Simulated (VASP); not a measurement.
Input of a VASP 6.6.1 run:

The input INCAR:

```
ALGO = Normal ; EDIFF = 1E-6
ENCUT = 520 ; GGA = PS
ISIF = 2 ; ISMEAR = -1
LASPH = True ; LCHARG = False
LREAL = False ; LWAVE = False
NBANDS = 11 ; NELM = 60
PREC = Accurate ; SIGMA = 0.1
```

File KPOINTS:

```
k-points
0
Gamma
  16 16 16
```

Contents of POSCAR:

```
Ca
1.0
    0.0000000000      2.6141870688      2.6141870688
    2.6141870688      0.0000000000      2.6141870688
    2.6141870688      2.6141870688      0.0000000000
Ca
1
Direct
    0.0000000000      0.0000000000      0.0000000000
```

Potentials or basis: VASP PAW PBE potentials, release 64 (Ca_sv).

Launch:

```bash
$ cat potpaw_PBE.64/Ca_sv/POTCAR > POTCAR
$ mpirun -np 1 vasp_std > vasp.out
```

**Question.** Estimate the band gap on the k mesh.

**Answer.** Zero (band 5 reaches 2.68 eV, above the bottom of band 6 at 2.57 eV).

**Question.** Predict the pressure.

**Answer.** 2.8 GPa.

Caveat: the PAW data sets were made with another functional, which shifts forces and pressure a little.
